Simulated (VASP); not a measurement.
# SrTi2O4 (P-3m1) in VASP: relaxation of cell and atoms with PBE

Aim: the relaxation of cell and atoms of SrTi2O4 with PBE.

Everything below comes from runs of VASP 6.6.1. Logs are shortened: lines on timing, memory, paths and dates and some standing lists are left out, and cuts for length are marked.

### 1 The cell of the first run

Symmetry: P-3m1, No. 164, trigonal system. Conventional cell: a = 3.000 Å, b = 3.000 Å, c = 11.600 Å, α = 90.00°, β = 90.00°, γ = 120.00°. Within 3.3 Å of Sr (site symmetry -3m) lie 6 O at 2.50 Å and 2 Ti at 2.84 Å and 6 Sr at 3.00 Å. Within 2.7 Å of Ti (site symmetry 3m) lie 6 O at 2.02 Å. Within 2.8 Å of O (site symmetry 3m) lie 3 Ti at 2.02 Å and 3 O at 2.71 Å. Within 2.8 Å of O (site symmetry 3m) lie 3 Ti at 2.02 Å and 3 Sr at 2.50 Å and 3 O at 2.71 Å.

### 2 Relaxation of cell and atoms, PBE, collinear spin

Contents of INCAR:

```
SYSTEM = SrTi2O4
ALGO = Normal
EDIFF = 1E-6
EDIFFG = -0.08
ENCUT = 600
GGA = PE
IBRION = 2
ISIF = 3
ISMEAR = 0
ISPIN = 2
LASPH = .TRUE.
LCHARG = .FALSE.
LMAXMIX = 4
LORBIT = 11
LREAL = .FALSE.
LWAVE = .FALSE.
MAGMOM = 0 1 1 0 0 0 0
NELM = 150
NSW = 36
PREC = Accurate
SIGMA = 0.15
```

Contents of KPOINTS:

```
k-points
0
G
  5 5 1
  0 0 0
```

Contents of POSCAR:

```
SrTi2O4
1.0
    3.0000000000      0.0000000000      0.0000000000
   -1.5000000000      2.5980762100      0.0000000000
    0.0000000000      0.0000000000     11.6000000000
Sr Ti O
1 2 4
Direct
    0.0000000000      0.0000000000      0.0000000000
    0.0000000000      0.0000000000      0.7550000000
    0.0000000000      0.0000000000      0.2450000000
    0.3333333300      0.6666666700      0.6650000000
    0.6666666700      0.3333333300      0.8450000000
    0.3333333300      0.6666666700      0.1550000000
    0.6666666700      0.3333333300      0.3350000000
```

Potentials or basis: VASP PAW PBE potentials, release 64 (Sr_sv, Ti_sv, O).

Started as:

```console
cat potpaw_PBE.64/Sr_sv/POTCAR potpaw_PBE.64/Ti_sv/POTCAR potpaw_PBE.64/O/POTCAR > POTCAR
mpirun -np 1 vasp_std > vasp.out
```

OUTCAR:

```text
SYSTEM = SrTi2O4
   EDIFF = 1E-6
   EDIFFG = -0.08
   ENCUT = 600
   GGA = PE
   IBRION = 2
   ISIF = 3
   ISMEAR = 0
   ISPIN = 2
   LASPH = .TRUE.
   LORBIT = 11
   LREAL = .FALSE.
   NELM = 150
   NSW = 36
   PREC = Accurate

 ion  position               nearest neighbor table
   1  0.000  0.000  0.000-   5 2.50   6 2.50   6 2.50   5 2.50   5 2.50   6 2.50   2 2.84   3 2.84

   2  0.000  0.000  0.755-   5 2.02   4 2.02   5 2.02   4 2.02   5 2.02   4 2.02   1 2.84
   3  0.000  0.000  0.245-   6 2.02   7 2.02   6 2.02   7 2.02   6 2.02   7 2.02   1 2.84
   4  0.333  0.667  0.665-   2 2.02   2 2.02   2 2.02
   5  0.667  0.333  0.845-   2 2.02   2 2.02   2 2.02   1 2.50   1 2.50   1 2.50
   6  0.333  0.667  0.155-   3 2.02   3 2.02   3 2.02   1 2.50   1 2.50   1 2.50
   7  0.667  0.333  0.335-   3 2.02   3 2.02   3 2.02

  LATTYP: Found a hexagonal cell.
 ALAT       =     3.0000000000
 C/A-ratio  =     3.8666666667

  Lattice vectors:

 A1 = (   3.0000000000,   0.0000000000,   0.0000000000)
 A2 = (  -1.5000000000,   2.5980762100,   0.0000000000)
 A3 = (   0.0000000000,   0.0000000000,  11.6000000000)

Analysis of symmetry for initial positions (statically):
=====================================================================
 Subroutine PRICEL returns:
 Original cell was already a primitive cell.

 Routine SETGRP: Setting up the symmetry group for a
 hexagonal supercell.

 Subroutine GETGRP returns: Found 12 space group operations
 (whereof 12 operations were pure point group operations)
 out of a pool of 24 trial point group operations.

The static configuration has the point symmetry D_3d.

Analysis of symmetry for dynamics (positions and initial velocities):
=====================================================================
 Subroutine PRICEL returns:
 Original cell was already a primitive cell.

 Routine SETGRP: Setting up the symmetry group for a
 hexagonal supercell.

 Subroutine GETGRP returns: Found 12 space group operations
 (whereof 12 operations were pure point group operations)
 out of a pool of 24 trial point group operations.

The dynamic configuration has the point symmetry D_3d.

Analysis of structural, dynamic, and magnetic symmetry:
=====================================================================
 Subroutine PRICEL returns:
 Original cell was already a primitive cell.

 Routine SETGRP: Setting up the symmetry group for a
 hexagonal supercell.

 Subroutine GETGRP returns: Found 12 space group operations
 (whereof 12 operations were pure point group operations)
 out of a pool of 24 trial point group operations.

The overall configuration has the point symmetry D_3d.

 Subroutine INISYM returns: Found 12 space group operations
 (whereof 12 operations are pure point group operations),
 and found     1 'primitive' translations

----------------------------------------------------------------------------------------

                                     Primitive cell

  volume of cell :      90.4131

  direct lattice vectors                    reciprocal lattice vectors
     3.000000000  0.000000000  0.000000000     0.333333333  0.192450090  0.000000000
    -1.500000000  2.598076210  0.000000000     0.000000000  0.384900180  0.000000000
     0.000000000  0.000000000 11.600000000     0.000000000  0.000000000  0.086206897

  length of vectors
     3.000000000  2.999999999 11.600000000     0.384900180  0.384900180  0.086206897

  position of ions in fractional coordinates (direct lattice)
     0.000000000  0.000000000  0.000000000
     0.000000000  0.000000000  0.755000000
     0.000000000  0.000000000  0.245000000
     0.333333330  0.666666670  0.665000000
     0.666666670  0.333333330  0.845000000
     0.333333330  0.666666670  0.155000000
     0.666666670  0.333333330  0.335000000

  ion indices of the primitive-cell ions
   primitive index   ion index
                 1           1
                 2           2
                 3           3
                 4           4
                 5           5
                 6           6
                 7           7

----------------------------------------------------------------------------------------

 KPOINTS: k-points

Automatic generation of k-mesh.
 Grid dimensions read from file:
 generate k-points for:    5    5    1

 Generating k-lattice:

  Cartesian coordinates                     Fractional coordinates (reciprocal lattice)
     0.066666667  0.038490018  0.000000000     0.200000000  0.000000000  0.000000000
     0.000000000  0.076980036  0.000000000     0.000000000  0.200000000  0.000000000
     0.000000000  0.000000000  0.086206897     0.000000000  0.000000000  1.000000000

  Length of vectors
     0.076980036  0.076980036  0.086206897

  Shift w.r.t. Gamma in fractional coordinates (k-lattice)
     0.000000000  0.000000000  0.000000000

 Subroutine IBZKPT returns following result:
 ===========================================

 Found      5 irreducible k-points:

 Following reciprocal coordinates:
            Coordinates               Weight
  0.000000  0.000000  0.000000      1.000000
  0.200000  0.000000  0.000000      6.000000
  0.400000  0.000000  0.000000      6.000000
  0.200000  0.200000  0.000000      6.000000
  0.400000  0.200000  0.000000      6.000000
   k-points           NKPTS =      5   k-points in BZ     NKDIM =      5   number of bands    NBANDS=     35
   number of dos      NEDOS =    301   number of ions     NIONS =      7
   total plane-waves  NPLWV =  55296
   dimension x,y,z NGX =    24 NGY =   24 NGZ =   96
   dimension x,y,z NGXF=    48 NGYF=   48 NGZF=  192
   ions per type =               1   2   4
   NGX,Y,Z   is equivalent  to a cutoff of  13.30, 13.30, 13.76 a.u.
   NGXF,Y,Z  is equivalent  to a cutoff of  26.60, 26.60, 27.52 a.u.
 SYSTEM =  SrTi2O4
   PREC   = accura    normal or accurate (medium, high low for compatibility)
   ISTART =      0    job   : 0-new  1-cont  2-samecut
   ICHARG =      2    charge: 1-file 2-atom 10-const
   ISPIN  =      2    spin polarized calculation?
   LNONCOLLINEAR =      F non collinear calculations
   LSORBIT =      F    spin-orbit coupling
   LASPH  =      T    aspherical Exc in radial PAW
   ENCUT  =  600.0 eV  44.10 Ry    6.64 a.u.   5.99  5.99 23.17*2*pi/ulx,y,z
   NELM   =    150;   NELMIN=  2; NELMDL= -5     # of ELM steps
   EDIFF  = 0.1E-05   stopping-criterion for ELM
   LREAL  =      F    real-space projection
   EDIFFG = -.8E-01   stopping-criterion for IOM
   NSW    =     36    number of steps for IOM
   IBRION =      2    ionic relax: 0-MD 1-quasi-New 2-CG
   NFREE  =      1    steps in history (QN), initial steepest desc. (CG)
   ISIF   =      3    stress and relaxation
   ISYM   =      2    0-nonsym 1-usesym 2-fastsym
   POTIM  = 0.5000    time-step for ionic-motion
   TEBEG  =    0.0;   TEEND  =   0.0 temperature during run
   PSTRESS=    0.0 pullay stress
   NELECT =      58.0000    total number of electrons
   NUPDOWN=      -1.0000    fix difference up-down
   EMIN   =  10.00;   EMAX   =-10.00  energy-range for DOS
   EFERMI =   0.00;   METHOD = LEGACY
   ISMEAR =     0;   SIGMA  =   0.15  broadening in eV -4-tet -1-fermi 0-gaus
   EFERMI_NEDOS =   21; number of points for ismear=-14 and -15
   IALGO  =     38    algorithm
   IMIX   =      4    mixing-type and parameters
     AMIX     =   0.40;   BMIX     =  1.00
     AMIX_MAG =   1.60;   BMIX_MAG =  1.00
  volume/ion in A,a.u.               =      12.92        87.16
  Fermi-wavevector in a.u.,A,eV,Ry     =   1.411910  2.668124 27.123089  1.993491
  Thomas-Fermi vector in A             =   2.533713
   LORBIT       =     11    0 simple, 1 ext, 2 COOP (PROOUT), +10 PAW based schemes
   GGA     = PE    functional components
   LHFCALC =     F    Hartree Fock is set to
   AEXX    =    0.0000 exact exchange contribution
   IVDW    =     0    specifies the selected vdW correction
   LEPSILON=     F    determine dielectric tensor
   LRPA    =     F    only Hartree local field effects (RPA)
 conjugate gradient relaxation of ions
 spin polarized calculation
 Gauss-broadening in eV      SIGMA  =   0.15
  energy-cutoff  :      600.00
  volume of cell :       90.41
 maximum number of plane-waves:      3062
 NGX is ok and might be reduce to    24
   NGX = 11   NGY = 11   NGZ = 47

--------------------------------------- Ionic step        1  -------------------------------------------

 number of electron      58.0000023 magnetization       0.8820006

 Free energy of the ion-electron system (eV)
  ---------------------------------------------------
  ext. energy  EPLUGINS =         0.00000000
  ---------------------------------------------------
  free energy    TOTEN  =       -53.47142593 eV

  energy without entropy =      -53.42669676  energy(sigma->0) =      -53.44906135

 E-fermi :   5.9626     XC(G=0): -10.4561

 val. band max:        5.9566303632   @ k =   0.0000   0.0000   0.0000
 cond. band min:       6.0697252456   @ k =   0.4000   0.2000   0.0000
 fundamental gap:      0.1130948823
 Fermi energy:         5.9625704987

 spin component 1

 k-point     1 :       0.0000    0.0000    0.0000
  band No.  band energies     occupation
      1     -52.7008      1.00000
      2     -52.7007      1.00000
      3     -30.6251      1.00000
      4     -28.9931      1.00000
      5     -28.9594      1.00000
      6     -28.7705      1.00000
[... 179 lines left out ...]
     34       7.0562      0.00000
     35       7.0580      0.00000
 Fermi energy:         5.9625704987

 spin component 2

 k-point     1 :       0.0000    0.0000    0.0000
  band No.  band energies     occupation
      1     -52.3186      1.00000
      2     -52.3186      1.00000
      3     -30.6142      1.00000
      4     -28.5077      1.00000
      5     -28.4796      1.00000
      6     -28.4413      1.00000
[... 406 lines left out ...]
 POSITION                                       TOTAL-FORCE (eV/Angst)
 -----------------------------------------------------------------------------------
      0.00000     -0.00000      0.00000        -0.000000      0.000000     -0.000000
     -0.00000     -0.00000      8.78384        -0.000000     -0.000000      0.120746
     -0.00000     -0.00000      3.08813         0.000000      0.000000     -0.120746
     -0.00000      1.79492      7.97965        -0.000000      0.000000     -0.056512
      1.55444      0.89746     10.07842        -0.000000      0.000000     -0.180145
     -0.00000      1.79492      1.79356         0.000000     -0.000000      0.180145
      1.55444      0.89746      3.89232         0.000000     -0.000000      0.056512
 -----------------------------------------------------------------------------------
    total drift:                                0.000000     -0.000000      0.000000

  FREE ENERGIE OF THE ION-ELECTRON SYSTEM (eV)
  ---------------------------------------------------
  free  energy   TOTEN  =       -54.8004303379 eV

  energy  without entropy=      -54.7592309857  energy(sigma->0) =      -54.77983066

--------------------------------------- Ionic step        7  -------------------------------------------

 number of electron      57.9999984 magnetization       1.4397848

 Free energy of the ion-electron system (eV)
  ---------------------------------------------------
  ext. energy  EPLUGINS =         0.00000000
  ---------------------------------------------------
  free energy    TOTEN  =       -54.80979544 eV

  energy without entropy =      -54.76778725  energy(sigma->0) =      -54.78879135

 E-fermi :   5.4140     XC(G=0):  -9.9132

 val. band max:        5.3526010457   @ k =   0.0000   0.0000   0.0000
 cond. band min:       5.4352164552   @ k =   0.4000   0.2000   0.0000
 fundamental gap:      0.0826154095
 Fermi energy:         5.4139778962

 spin component 1

 k-point     1 :       0.0000    0.0000    0.0000
  band No.  band energies     occupation
      1     -53.4023      1.00000
      2     -53.4023      1.00000
      3     -30.8656      1.00000
      4     -29.6608      1.00000
      5     -29.6522      1.00000
      6     -29.5171      1.00000
[... 179 lines left out ...]
     34       6.4067      0.00000
     35       6.6346      0.00000
 Fermi energy:         5.4139778962

 spin component 2

 k-point     1 :       0.0000    0.0000    0.0000
  band No.  band energies     occupation
      1     -52.7485      1.00000
      2     -52.7485      1.00000
      3     -30.8629      1.00000
      4     -28.9376      1.00000
      5     -28.9376      1.00000
      6     -28.9376      1.00000
[... 201 lines left out ...]
 POSITION                                       TOTAL-FORCE (eV/Angst)
 -----------------------------------------------------------------------------------
      0.00000      0.00000      0.00000         0.000000     -0.000000      0.000000
      0.00000     -0.00000      8.75491        -0.000000      0.000000     -0.055051
      0.00000     -0.00000      3.07634         0.000000     -0.000000      0.055051
     -0.00000      1.80928      7.95945        -0.000000     -0.000000      0.010747
      1.56688      0.90464     10.02929        -0.000000     -0.000000      0.010575
     -0.00000      1.80928      1.80196         0.000000      0.000000     -0.010575
      1.56688      0.90464      3.87181        -0.000000      0.000000     -0.010747
 -----------------------------------------------------------------------------------
    total drift:                                0.000000     -0.000000     -0.000000

  FREE ENERGIE OF THE ION-ELECTRON SYSTEM (eV)
  ---------------------------------------------------
  free  energy   TOTEN  =       -54.8097954388 eV

  energy  without entropy=      -54.7677872525  energy(sigma->0) =      -54.78879135

 reached required accuracy - stopping structural energy minimisation

 total charge

# of ion       s       p       d       tot
------------------------------------------
    1        2.023   5.794   0.457   8.273
    2        2.180   6.188   1.821  10.189
    3        2.180   6.188   1.821  10.189
    4        1.569   3.467   0.000   5.035
    5        1.552   3.452   0.000   5.003
    6        1.552   3.452   0.000   5.003
    7        1.569   3.467   0.000   5.035
--------------------------------------------------
tot         12.622  32.007   4.099  48.729

 magnetization (x)

# of ion       s       p       d       tot
------------------------------------------
    1       -0.001   0.003  -0.000   0.002
    2        0.009   0.005   0.624   0.638
    3        0.009   0.005   0.624   0.638
    4       -0.001  -0.016   0.000  -0.018
    5        0.000  -0.007   0.000  -0.006
    6        0.000  -0.007   0.000  -0.006
    7       -0.001  -0.016   0.000  -0.018
--------------------------------------------------
tot          0.015  -0.033   1.248   1.230
```

It took 12 min on 1 thread of Intel Xeon 8259CL, shared host; peak memory 0.29 GiB.

What came out:

| Property | Result |
| --- | --- |
| Free energy | -54.8098 eV |
| Relaxed volume | 14.37 Å³/atom |
| Relaxed cell | a = 3.134 Å, b = 3.134 Å, c = 11.831 Å, α = 90.00°, β = 90.00°, γ = 120.00° |
| Space group after relaxing (to 0.1 Å) | P-3m1 (No. 164) |
| Energy gained by relaxing | 191.2 meV/atom |
| Ionic steps | 7 |
| Pressure after relaxing | -0.2 GPa |
| Largest force after relaxing | 0.055 eV/Å |
| Net moment | 1.44 μB per cell |
| Site moments | Sr +0.00; Ti +0.64; O -0.02, -0.01 (each value once) μB |
| Valence electrons inside the program's atomic spheres | Sr 8.27; Ti 10.19; O 5.04, 5.00 (each value once) |

Forces on the atoms (eV/Å):
```
Sr   0.000  0.000  0.000
Ti   0.000  0.000 -0.055
Ti   0.000  0.000  0.055
O    0.000  0.000  0.011
O    0.000  0.000  0.011
O    0.000  0.000 -0.011
O    0.000  0.000 -0.011
```

The path:
| step | energy change (eV) | largest force (eV/Å) | pressure (GPa) | volume (Å³) |
| --- | --- | --- | --- | --- |
| 1 | 0.0000 | 4.8710 | 13.27 | 90.41 |
| 2 | -1.1254 | 1.1101 | -4.30 | 105.14 |
| 3 | -1.2996 | 0.4792 | -1.09 | 100.59 |
| 4 | -1.2996 | 0.5024 | -0.90 | 100.38 |
| 5 | -1.3290 | 0.1877 | 1.28 | 99.41 |
| 6 | -1.3290 | 0.1801 | 1.37 | 99.37 |
| 7 | -1.3384 | 0.0551 | -0.22 | 100.62 |

Final structure:
```cif
data_structure
_symmetry_space_group_name_H-M 'P 1'
_symmetry_Int_Tables_number 1
_cell_length_a 3.1338
_cell_length_b 3.1338
_cell_length_c 11.8313
_cell_angle_alpha 90.000
_cell_angle_beta 90.000
_cell_angle_gamma 120.000
_cell_volume 100.62
loop_
_atom_site_label
_atom_site_type_symbol
_atom_site_fract_x
_atom_site_fract_y
_atom_site_fract_z
_atom_site_occupancy
Sr1 Sr 0.00000 0.00000 0.00000 1
Ti1 Ti 0.00000 0.00000 0.73998 1
Ti2 Ti 0.00000 0.00000 0.26002 1
O1 O 0.33333 0.66667 0.67275 1
O2 O 0.66667 0.33333 0.84769 1
O3 O 0.33333 0.66667 0.15230 1
O4 O 0.66667 0.33333 0.32725 1
```

Caveat: the k points lie up to 0.53 Å⁻¹ apart in the final cell; semilocal functionals often make such compounds metallic where correlation or magnetic order opens a gap, which also shifts bond lengths; the relaxation stopped at a loose force limit of 0.08 eV/Å, so its end isn't a converged minimum.
